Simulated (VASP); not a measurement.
A run of VASP 6.6.1 is set up as follows.

File POSCAR:

```
ZnS
1.0
   -3.8109987816      0.0000000000      0.0000000000
   -1.9054993908     -3.3004217586      0.0000000000
    0.0000000000      0.0000000000     16.9680000000
Zn S
4 4
Direct
    0.3333333333      0.3333333333      0.6640708982
    0.3333333333      0.3333333333      0.2966734441
    0.6666666667      0.6666666667      0.1129747171
    0.6666666667      0.6666666667      0.4803721711
    0.3333333333      0.3333333333      0.0707240099
    0.3333333333      0.3333333333      0.4381214639
    0.6666666667      0.6666666667      0.2544227369
    0.6666666667      0.6666666667      0.6218201909
```

INCAR.step1

```
SYSTEM = ZnS
ALGO = Normal
EDIFF = 1E-4
ENCUT = 520
GGA = PE
ISMEAR = 0
LASPH = .TRUE.
LCHARG = .FALSE.
LREAL = .FALSE.
LWAVE = .TRUE.
NBANDS = 46
NELM = 100
PREC = Accurate
SIGMA = 0.05
```

File INCAR.step2:

```
SYSTEM = ZnS
ALGO = Normal
EDIFF = 1E-7
ENCUT = 520
ISIF = 2
ISMEAR = 0
ISTART = 1
LASPH = .TRUE.
LCHARG = .FALSE.
LMIXTAU = .TRUE.
LREAL = .FALSE.
LWAVE = .FALSE.
METAGGA = R2SCAN
NBANDS = 46
NELM = 100
PREC = Accurate
SIGMA = 0.05
```

File KPOINTS:

```
k-points
0
G
  7 7 2
  0 0 0
```

Potentials or basis: VASP PAW PBE potentials, release 64 (Zn, S).

Run with:

```sh
$ cat potpaw_PBE.64/Zn/POTCAR potpaw_PBE.64/S/POTCAR > POTCAR
$ cp INCAR.step1 INCAR
$ mpirun -np 1 vasp_std > vasp.out
$ cp INCAR.step2 INCAR
$ mpirun -np 1 vasp_std > vasp.out
```

Estimate the largest force.

0.948 eV/Å.

What does it give for the band gap on the k mesh?

Zero (bands 36 and 37 overlap by 0.26 eV).

Forces in eV/Å, atoms in the order of the input:
```
Zn   0.000  0.000 -0.577
Zn   0.000  0.000 -0.512
Zn   0.000  0.000 -0.368
Zn   0.000  0.000 -0.549
S    0.000  0.000  0.007
S    0.000  0.000  0.472
S    0.000  0.000  0.579
S    0.000  0.000  0.948
```

Caveat: the cell differs from its parent crystal (the distance across one plane changed); semilocal functionals underestimate gaps, and a narrow one can read as zero; the PAW data sets were made with another functional, which shifts forces and pressure a little.
